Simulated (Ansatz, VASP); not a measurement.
# Two plane-wave programs on As

```xyz
2
Lattice="1.8797 1.0853 3.4858 -1.8797 1.0853 3.4858 0.0000 -2.1705 3.4858" Properties=species:S:1:pos:R:3 pbc="T T T"
As    0.0000    0.0000    2.3795
As    0.0000    0.0000    8.0779
```

Alike in both runs: task electric field gradients; functional r2SCAN; k mesh 13 × 13 × 13; occupations fermi-dirac, width 0.05 eV; no spin polarisation.

|  | VASP | Ansatz |
| --- | --- | --- |
| version | VASP 6.6.1 | Ansatz 0.2.0 |
| potentials or method | VASP PAW PBE potentials, release 64 (As) | PAW with Ansatz's default frozen-core files, scalar-relativistic |
| plane-wave cutoff (eV) | 440 | 500 |
| valence electrons in the cell | 10 | 30 |

Ansatz gave:

* pressure (GPa): 1.7
* rms of the force components (eV/Å): 0.031
* size of Vzz on the site where it differs most (V/Å²): 63.1

Which values does VASP return?

Pressure (GPa): 1.8; rms of the force components (eV/Å): 0.008; size of Vzz on the site where it differs most (V/Å²): 59.3.

VASP's potentials were made for PBE, not for r2SCAN. Atom by atom the forces differ by 0.023 eV/Å (rms over components). The functional is the same, so the differences come from potentials, cutoffs and numerics. VASP's potentials hold 10 valence electrons a cell and Ansatz's 30, so a difference there can come from the potentials and not from the codes.
